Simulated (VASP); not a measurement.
# NiO2 (P-3m1) in VASP: a series of runs

The runs below take NiO2 through single point, with LDA.

All numbers are computed with VASP 6.6.1; they aren't measurements. Logs are shortened: lines on timing, memory, paths and dates and some standing lists are left out, and cuts for length are marked.

## (1) The cell of the first run

It takes space group P-3m1 (No. 164, trigonal). The conventional cell has a = 2.804 Å, b = 2.804 Å, c = 4.084 Å, α = 90.00°, β = 90.00°, γ = 120.00°. Ni (site symmetry -3m) has 6 O at 1.87 Å within 2.5 Å. Within 2.5 Å of O (site symmetry 3m) lie 3 Ni at 1.87 Å and 3 O at 2.48 Å.

## (2) Single point, LDA (c/a of the conventional cell at fixed volume 1.4565)

The input, INCAR:

```
PREC = Accurate
ENCUT = 520
EDIFF = 1E-7
ISMEAR = 0
SIGMA = 0.05
LREAL = False
LASPH = True
NELM = 100
ALGO = Normal
ISIF = 2
LWAVE = False
LCHARG = False
NBANDS = 18
```

The input, KPOINTS:

```
regular mesh
0
Gamma
  12 12 6
```

The input, POSCAR:

```
NiO2
1.0
    2.8038519370      0.0000000000      0.0000000000
   -1.4019259685      2.4282070059      0.0000000000
    0.0000000000      0.0000000000      4.0838103463
Ni O
1 2
Direct
    0.0000000000      0.0000000000      0.5000000000
    0.6666666667      0.3333333333      0.7305104846
    0.3333333333      0.6666666667      0.2694895154
```

Potentials or basis: VASP PAW LDA potentials, release 64 (Ni, O).

Started as:

```console
$ cat potpaw_LDA.64/Ni/POTCAR potpaw_LDA.64/O/POTCAR > POTCAR
$ mpirun -np 1 vasp_std > vasp.out
```

OUTCAR:

```text
PREC = Accurate
   ENCUT = 520
   EDIFF = 1E-7
   ISMEAR = 0
   LREAL = False
   LASPH = True
   NELM = 100
   ISIF = 2

 ion  position               nearest neighbor table
   1  0.000  0.000  0.500-   2 1.87   3 1.87   2 1.87   3 1.87   2 1.87   3 1.87
   2  0.667  0.333  0.731-   1 1.87   1 1.87   1 1.87
   3  0.333  0.667  0.269-   1 1.87   1 1.87   1 1.87

  LATTYP: Found a hexagonal cell.
 ALAT       =     2.8038519370
 C/A-ratio  =     1.4565000000

  Lattice vectors:

 A1 = (   2.8038519370,   0.0000000000,   0.0000000000)
 A2 = (  -1.4019259685,   2.4282070059,   0.0000000000)
 A3 = (   0.0000000000,   0.0000000000,   4.0838103463)

Analysis of symmetry for initial positions (statically):
=====================================================================
 Subroutine PRICEL returns:
 Original cell was already a primitive cell.

 Routine SETGRP: Setting up the symmetry group for a
 hexagonal supercell.

 Subroutine GETGRP returns: Found 12 space group operations
 (whereof 12 operations were pure point group operations)
 out of a pool of 24 trial point group operations.

The static configuration has the point symmetry D_3d.

Analysis of symmetry for dynamics (positions and initial velocities):
=====================================================================
 Subroutine PRICEL returns:
 Original cell was already a primitive cell.

 Routine SETGRP: Setting up the symmetry group for a
 hexagonal supercell.

 Subroutine GETGRP returns: Found 12 space group operations
 (whereof 12 operations were pure point group operations)
 out of a pool of 24 trial point group operations.

The dynamic configuration has the point symmetry D_3d.

 Subroutine INISYM returns: Found 12 space group operations
 (whereof 12 operations are pure point group operations),
 and found     1 'primitive' translations

----------------------------------------------------------------------------------------

                                     Primitive cell

  volume of cell :      27.8039

  direct lattice vectors                    reciprocal lattice vectors
     2.803851937  0.000000000  0.000000000     0.356652214  0.205913252  0.000000000
    -1.401925969  2.428207006  0.000000000     0.000000000  0.411826503  0.000000000
     0.000000000  0.000000000  4.083810346     0.000000000  0.000000000  0.244869354

  length of vectors
     2.803851937  2.803851937  4.083810346     0.411826503  0.411826503  0.244869354

  position of ions in fractional coordinates (direct lattice)
     0.000000000  0.000000000  0.500000000
     0.666666667  0.333333333  0.730510485
     0.333333333  0.666666667  0.269489515

  ion indices of the primitive-cell ions
   primitive index   ion index
                 1           1
                 2           2
                 3           3

----------------------------------------------------------------------------------------

 KPOINTS: regular mesh

Automatic generation of k-mesh.
 Grid dimensions read from file:
 generate k-points for:   12   12    6

 Generating k-lattice:

  Cartesian coordinates                     Fractional coordinates (reciprocal lattice)
     0.029721018  0.017159438  0.000000000     0.083333333 -0.000000000  0.000000000
     0.000000000  0.034318875  0.000000000     0.000000000  0.083333333  0.000000000
     0.000000000  0.000000000  0.040811559     0.000000000  0.000000000  0.166666667

  Length of vectors
     0.034318875  0.034318875  0.040811559

  Shift w.r.t. Gamma in fractional coordinates (k-lattice)
     0.000000000  0.000000000  0.000000000

 Subroutine IBZKPT returns following result:
 ===========================================

 Found    100 irreducible k-points:

 Following reciprocal coordinates:
            Coordinates               Weight
  0.000000  0.000000  0.000000      1.000000
  0.083333  0.000000  0.000000      6.000000
  0.166667 -0.000000  0.000000      6.000000
  0.250000  0.000000  0.000000      6.000000
  0.333333  0.000000  0.000000      6.000000
  0.416667 -0.000000  0.000000      6.000000
[... 16 lines left out ...]
  0.166667 -0.000000  0.166667      6.000000
  0.000000  0.166667  0.166667      6.000000
 [... further k-points ...]
   k-points           NKPTS =    100   k-points in BZ     NKDIM =    100   number of bands    NBANDS=     18
   number of dos      NEDOS =    301   number of ions     NIONS =      3
   total plane-waves  NPLWV =  17280
   dimension x,y,z NGX =    24 NGY =   24 NGZ =   30
   dimension x,y,z NGXF=    48 NGYF=   48 NGZF=   60
   ions per type =               1   2
   NGX,Y,Z   is equivalent  to a cutoff of  14.23, 14.23, 12.21 a.u.
   NGXF,Y,Z  is equivalent  to a cutoff of  28.46, 28.46, 24.43 a.u.
 SYSTEM =  unknown system
   PREC   = accura    normal or accurate (medium, high low for compatibility)
   ISTART =      0    job   : 0-new  1-cont  2-samecut
   ICHARG =      2    charge: 1-file 2-atom 10-const
   ISPIN  =      1    spin polarized calculation?
   LNONCOLLINEAR =      F non collinear calculations
   LSORBIT =      F    spin-orbit coupling
   LASPH  =      T    aspherical Exc in radial PAW
   ENCUT  =  520.0 eV  38.22 Ry    6.18 a.u.   5.21  5.21  7.59*2*pi/ulx,y,z
   NELM   =    100;   NELMIN=  2; NELMDL= -5     # of ELM steps
   EDIFF  = 0.1E-06   stopping-criterion for ELM
   LREAL  =      F    real-space projection
   EDIFFG = 0.1E-05   stopping-criterion for IOM
   NSW    =      0    number of steps for IOM
   IBRION =     -1    ionic relax: 0-MD 1-quasi-New 2-CG
   NFREE  =      0    steps in history (QN), initial steepest desc. (CG)
   ISIF   =      2    stress and relaxation
   ISYM   =      2    0-nonsym 1-usesym 2-fastsym
   POTIM  = 0.5000    time-step for ionic-motion
   TEBEG  =    0.0;   TEEND  =   0.0 temperature during run
   PSTRESS=    0.0 pullay stress
   NELECT =      22.0000    total number of electrons
   NUPDOWN=      -1.0000    fix difference up-down
   EMIN   =  10.00;   EMAX   =-10.00  energy-range for DOS
   EFERMI =   0.00;   METHOD = LEGACY
   ISMEAR =     0;   SIGMA  =   0.05  broadening in eV -4-tet -1-fermi 0-gaus
   EFERMI_NEDOS =   21; number of points for ismear=-14 and -15
   IALGO  =     38    algorithm
   IMIX   =      4    mixing-type and parameters
     AMIX     =   0.40;   BMIX     =  1.00
     AMIX_MAG =   1.60;   BMIX_MAG =  1.00
  volume/ion in A,a.u.               =       9.27        62.54
  Fermi-wavevector in a.u.,A,eV,Ry     =   1.514190  2.861404 31.195034  2.292770
  Thomas-Fermi vector in A             =   2.623880
   LORBIT       =      0    0 simple, 1 ext, 2 COOP (PROOUT), +10 PAW based schemes
   GGA     = CA    functional components
   LHFCALC =     F    Hartree Fock is set to
   AEXX    =    0.0000 exact exchange contribution
   IVDW    =     0    specifies the selected vdW correction
   LEPSILON=     F    determine dielectric tensor
   LRPA    =     F    only Hartree local field effects (RPA)
 non-spin polarized calculation
 Gauss-broadening in eV      SIGMA  =   0.05
  energy-cutoff  :      520.00
  volume of cell :       27.80
 maximum number of plane-waves:       760
 NGX is ok and might be reduce to    24
   NGX = 11   NGY = 11   NGZ = 15

 number of electron      22.0000014 magnetization

 Free energy of the ion-electron system (eV)
  ---------------------------------------------------
  ext. energy  EPLUGINS =         0.00000000
  ---------------------------------------------------
  free energy    TOTEN  =       -20.12361982 eV

  energy without entropy =      -20.12361982  energy(sigma->0) =      -20.12361982

 E-fermi :   4.2257     XC(G=0): -12.2994

 val. band max:        4.0069423300   @ k =   0.0833   0.0833   0.5000
 cond. band min:       4.5947371130   @ k =   0.3333   0.0000   0.3333
 fundamental gap:      0.5877947830
 Fermi energy:         4.2257104377

 k-point     1 :       0.0000    0.0000    0.0000
  band No.  band energies     occupation
      1     -15.7468      2.00000
      2     -12.8266      2.00000
      3      -2.3956      2.00000
      4      -1.7858      2.00000
      5      -1.7858      2.00000
      6       1.6984      2.00000
[... 10 lines left out ...]
     17      23.2356      0.00000
     18      23.2356      0.00000

 k-point     2 :       0.0833    0.0000    0.0000
  band No.  band energies     occupation
      1     -15.6514      2.00000
      2     -12.8433      2.00000
      3      -2.2812      2.00000
      4      -1.7847      2.00000
      5      -1.7287      2.00000
      6       1.4121      2.00000
[... 10 lines left out ...]
     17      22.3600      0.00000
     18      23.4607      0.00000

 k-point     3 :       0.1667   -0.0000    0.0000
  band No.  band energies     occupation
      1     -15.3774      2.00000
      2     -12.8933      2.00000
      3      -1.9648      2.00000
      4      -1.7495      2.00000
      5      -1.5700      2.00000
      6       0.5973      2.00000
[... 10 lines left out ...]
     17      20.9092      0.00000
     18      24.0317      0.00000

 k-point     4 :       0.2500    0.0000    0.0000
  band No.  band energies     occupation
      1     -14.9646      2.00000
      2     -12.9785      2.00000
      3      -1.7796      2.00000
      4      -1.3823      2.00000
      5      -1.3514      2.00000
      6      -0.3969      2.00000
[... 375 lines left out ...]
      4      -1.7066      2.00000
      5      -1.7059      2.00000
      6       1.4103      2.00000
[... 10 lines left out ...]
     17      22.4667      0.00000
     18      23.3870      0.00000

 k-point    23 :       0.1667   -0.0000    0.1667
  band No.  band energies     occupation
      1     -15.3031      2.00000
      2     -13.0108      2.00000
      3      -2.1316      2.00000
      4      -1.5895      2.00000
      5      -1.3711      2.00000
      6       0.5229      2.00000
[... 10 lines left out ...]
     17      20.9424      0.00000
     18      24.1354      0.00000

 k-point    24 :       0.0000    0.1667    0.1667
  band No.  band energies     occupation
      1     -15.2980      2.00000
      2     -13.0216      2.00000
      3      -2.0470      2.00000
      4      -1.5355      2.00000
      5      -1.4663      2.00000
      6       0.6223      2.00000
[... 10 lines left out ...]
     17      21.0476      0.00000
     18      23.8658      0.00000

 [... further k-points ...]
[... 5 lines left out ...]
  --------------------------------------------------------------------------------------
  -------------------------------------------------------------------------------------
  Total       -1.7918187     -1.7918187     -1.2051150      0.0000000     -0.0000000      0.0000000
  in kB     -103.2519564   -103.2519564    -69.4436795      0.0000000     -0.0000000      0.0000000
  external PRESSURE =     -91.9825307 kB  Pullay stress =       0.0000000 kB

 VOLUME and BASIS-vectors are now :
 -----------------------------------------------------------------------------
  energy-cutoff  :      520.00
  volume of cell :       27.80
      direct lattice vectors                 reciprocal lattice vectors
     2.803851937  0.000000000  0.000000000     0.356652214  0.205913252  0.000000000
    -1.401925969  2.428207006  0.000000000     0.000000000  0.411826503  0.000000000
     0.000000000  0.000000000  4.083810346     0.000000000  0.000000000  0.244869354

 POSITION                                       TOTAL-FORCE (eV/Angst)
 -----------------------------------------------------------------------------------
      0.00000      0.00000      2.04191         0.000000      0.000000      0.000000
      1.40193      0.80940      2.98327         0.000000     -0.000000     -0.698834
     -0.00000      1.61880      1.10054        -0.000000      0.000000      0.698834
 -----------------------------------------------------------------------------------
    total drift:                                0.000000     -0.000000      0.000000

  FREE ENERGIE OF THE ION-ELECTRON SYSTEM (eV)
  ---------------------------------------------------
  free  energy   TOTEN  =       -20.1236198208 eV

  energy  without entropy=      -20.1236198208  energy(sigma->0) =      -20.12361982
```

Run time: 36 s. Hardware: 1 thread of Intel Xeon Platinum 8375C at 2.90GHz (Ice Lake), shared host; peak memory 0.16 GiB.

Results:

| Item | Value |
| --- | --- |
| Free energy | -20.1236 eV |
| Pressure | -9.2 GPa |
| Largest force | 0.699 eV/Å |
| Band gap on the k mesh | 0.59 eV, indirect (least direct gap 0.81 eV) |

Forces in eV/Å, atoms in the order of the input:
```
Ni   0.000  0.000  0.000
O    0.000  0.000 -0.699
O    0.000  0.000  0.699
```

Stress tensor (GPa, compression positive):
```
-10.33   0.00   0.00
  0.00 -10.33   0.00
  0.00   0.00  -6.94
```

## (3) Single point, LDA (c/a of the conventional cell at fixed volume 1.3905)

The input, INCAR:

```
SYSTEM = NiO2
PREC = Accurate
ENCUT = 520
EDIFF = 1E-6
ISMEAR = 0
SIGMA = 0.05
LREAL = .FALSE.
LASPH = .TRUE.
NELM = 100
ALGO = Normal
ISIF = 2
LWAVE = .FALSE.
LCHARG = .FALSE.
NBANDS = 18
```

The input, KPOINTS:

```
Automatic mesh
0
G
  12 12 6
  0 0 0
```

The input, POSCAR:

```
NiO2
1.0
    2.8475295614      0.0000000000      0.0000000000
   -1.4237647807      2.4660329382      0.0000000000
    0.0000000000      0.0000000000      3.9594898551
Ni O
1 2
Direct
    0.0000000000      0.0000000000      0.5000000000
    0.6666666667      0.3333333333      0.6829609091
    0.3333333333      0.6666666667      0.3170390909
```

Potentials or basis: VASP PAW LDA potentials, release 64 (Ni, O).

Started as:

```console
$ cat potpaw_LDA.64/Ni/POTCAR potpaw_LDA.64/O/POTCAR > POTCAR
$ mpirun -np 1 vasp_std > vasp.out
```

It took 69 s on 1 thread of Intel Xeon Platinum 8375C at 2.90GHz (Ice Lake), shared host; peak memory 0.16 GiB.

It converged, with:

* Free energy: -19.6092 eV
* Pressure: 20.3 GPa
* Largest force: 3.183 eV/Å
* Band gap on the k mesh: 0.48 eV, indirect (least direct gap 0.89 eV)

Forces on the atoms (eV/Å):
```
Ni   0.000  0.000  0.000
O    0.000  0.000  3.183
O    0.000  0.000 -3.183
```

Stress tensor (GPa, compression positive):
```
17.67  0.00  0.00
 0.00 17.67  0.00
 0.00  0.00 25.48
```

Levels at points of the mesh, in eV from the valence-band top:
```
           k point  band 9  band 10  band 11  band 12  band 13  band 14
(0.00, 0.00, 0.00)   -1.88    -1.32    -0.28     2.15     2.15     7.52
(0.50, 0.00, 0.00)   -2.44    -2.25    -1.22     1.01     2.32    12.01
(0.00, 0.00, 0.50)   -1.95    -1.95     0.00     2.23     2.23     9.40
(0.50, 0.00, 0.50)   -2.35    -1.30    -1.30     0.98     2.17    10.43
```

Caveat: forces of over 1 eV/Å act on the atoms, so gaps and moduli don't describe the material at rest.

## (4) Single point, LDA (c/a of the conventional cell at fixed volume 1.5884)

The input, INCAR:

```
SYSTEM = NiO2
PREC = Accurate
ENCUT = 520
EDIFF = 1E-6
ISMEAR = 0
SIGMA = 0.05
LREAL = .False.
LASPH = .True.
NELM = 80
ALGO = Normal
ISIF = 2
LWAVE = .False.
LCHARG = .False.
GGA = CA
NBANDS = 18
```

The input, KPOINTS:

```
regular mesh
0
Gamma
  12 12 6
  0 0 0
```

The input, POSCAR:

```
NiO2
1.0
    2.7239885620      0.0000000000      0.0000000000
   -1.3619942810      2.3590432943      0.0000000000
    0.0000000000      0.0000000000      4.3267834318
Ni O
1 2
Direct
    0.0000000000      0.0000000000      0.5000000000
    0.6666666667      0.3333333333      0.7423978784
    0.3333333333      0.6666666667      0.2576021216
```

Started as:

```console
$ cat potpaw_LDA.64/Ni/POTCAR potpaw_LDA.64/O/POTCAR > POTCAR
$ mpirun -np 1 vasp_std > vasp.out
```

It took 61 s on 1 thread of Intel Xeon Platinum 8375C at 2.90GHz (Ice Lake), shared host; peak memory 0.16 GiB.

The run converged. Its results:

```yaml
Free_energy: -19.9283 eV
Pressure: -11.7 GPa
Largest_force: 1.928 eV/Å
Band_gap_on_the_k_mesh: 0.59 eV, indirect (least direct gap 0.68 eV)
```

Forces on the atoms (eV/Å):
```
Ni   0.000  0.000  0.000
O    0.000  0.000 -1.928
O    0.000  0.000  1.928
```

Stress tensor (GPa, compression positive):
```
 -6.07   0.00   0.00
  0.00  -6.07   0.00
  0.00   0.00 -22.88
```

Levels at points of the mesh, in eV from the valence-band top:
| k point | band 8 | band 9 | band 10 | band 11 | band 12 | band 13 | band 14 | band 15 |
| --- | --- | --- | --- | --- | --- | --- | --- | --- |
| (0.00, 0.00, 0.00) | -0.92 | -0.88 | -0.88 | -0.44 | 1.83 | 1.83 | 7.81 | 11.16 |
| (0.50, 0.00, 0.00) | -2.51 | -1.87 | -1.63 | -0.92 | 1.45 | 1.91 | 11.97 | 13.34 |
| (0.00, 0.00, 0.50) | -2.21 | -1.02 | -1.02 | -0.30 | 1.97 | 1.97 | 9.61 | 10.67 |
| (0.50, 0.00, 0.50) | -2.01 | -1.63 | -1.57 | -1.04 | 1.55 | 1.65 | 11.23 | 12.78 |

Caveat: forces of over 1 eV/Å act on the atoms, so gaps and moduli don't describe the material at rest. A k mesh can miss the band edges.

[end of part 1 of 2]
